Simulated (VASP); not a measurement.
Write the native input for VASP 6.6.1 that does the following.

- Task: single point
- Functional: r2SCAN
- Potentials or basis: VASP PAW PBE potentials, release 64 (Si, C)
- Cutoff: 520 eV
- k mesh: 12 × 12 × 2
- Occupations: gaussian, width 0.02 eV
- Spin: no spin polarisation
- Dipole correction: no
- Further INCAR settings: ALGO = Normal; EDIFF = 1e-06; NBANDS = 36

SiC:

```
CELL_PARAMETERS angstrom
1.55443 -2.69254 0.00000
1.55443 2.69254 0.00000
0.00000 0.00000 15.25813
ATOMIC_POSITIONS crystal
Si 0.16667 0.83333 0.85771
Si 0.83333 0.16667 0.35771
Si 0.49999 0.50001 0.52448
Si 0.50001 0.49999 0.02448
Si 0.83332 0.16668 0.69123
Si 0.16668 0.83332 0.19123
C 0.49998 0.50002 0.64984
C 0.50002 0.49998 0.14984
C 0.16667 0.83333 0.98267
C 0.83333 0.16667 0.48267
C 0.83333 0.16667 0.81621
C 0.16667 0.83333 0.31621
```

The input as run:

POSCAR

```
SiC
1.0
    1.5544299313     -2.6925435361      0.0000000000
    1.5544299313      2.6925435361      0.0000000000
    0.0000000000      0.0000000000     15.2581347970
Si C
6 6
Direct
    0.1666673853      0.8333326147      0.8577077847
    0.8333326147      0.1666673853      0.3577077847
    0.4999895879      0.5000104121      0.5244815629
    0.5000104121      0.4999895879      0.0244815629
    0.8333219514      0.1666780486      0.6912326308
    0.1666780486      0.8333219514      0.1912326308
    0.4999816680      0.5000183320      0.6498361114
    0.5000183320      0.4999816680      0.1498361114
    0.1666728030      0.8333271970      0.9826734615
    0.8333271970      0.1666728030      0.4826734615
    0.8333259402      0.1666740598      0.8162084487
    0.1666740598      0.8333259402      0.3162084487
```

INCAR.step1

```
SYSTEM = SiC
PREC     = Accurate       ! precision mode
ENCUT    = 520            ! plane-wave cutoff, eV
ISMEAR   = 0              ! smearing method
SIGMA    = 0.02           ! smearing width, eV
LREAL    = .FALSE.        ! projectors in reciprocal space
LASPH    = .TRUE.         ! aspherical terms in the spheres
NELM     = 80             ! most SCF steps
NBANDS   = 36             ! bands
GGA      = PE             ! functional
ALGO     = Normal         ! electronic algorithm
EDIFF    = 1E-4           ! SCF threshold, eV
LWAVE    = .TRUE.         ! write WAVECAR
LCHARG   = .FALSE.        ! write CHGCAR
```

INCAR.step2

```
SYSTEM = SiC
PREC     = Accurate       ! precision mode
ENCUT    = 520            ! plane-wave cutoff, eV
EDIFF    = 1E-6           ! SCF threshold, eV
ISMEAR   = 0              ! smearing method
SIGMA    = 0.02           ! smearing width, eV
LREAL    = .FALSE.        ! projectors in reciprocal space
LASPH    = .TRUE.         ! aspherical terms in the spheres
NELM     = 80             ! most SCF steps
ALGO     = Normal         ! electronic algorithm
ISIF     = 2              ! what is computed and relaxed
LWAVE    = .FALSE.        ! write WAVECAR
LCHARG   = .FALSE.        ! write CHGCAR
METAGGA  = R2SCAN         ! meta-GGA
LMIXTAU  = .TRUE.       
NBANDS   = 36             ! bands
ISTART   = 1
```

KPOINTS

```
Automatic mesh
0
G
  12 12 2
  0 0 0
```

Potentials or basis: VASP PAW PBE potentials, release 64 (Si, C).

Run with:

```bash
$ cat potpaw_PBE.64/Si/POTCAR potpaw_PBE.64/C/POTCAR > POTCAR
$ cp INCAR.step1 INCAR
$ mpirun -np 1 vasp_std > vasp.out
$ cp INCAR.step2 INCAR
$ mpirun -np 1 vasp_std > vasp.out
```

Results of the run:

| Quantity | Value |
| --- | --- |
| Pressure | -6.5 GPa |
| Largest force | 0.008 eV/Å |
| Band gap on the k mesh | 2.40 eV (least direct gap 3.55 eV) |

Caveat: the cell stands under tension; the PAW data sets were made with another functional, which shifts forces and pressure a little.

Wall time 9.5 min on 1 thread of Intel(R) Xeon(R) 6975P-C (Granite Rapids), on a shared host, peak memory 0.45 GiB.
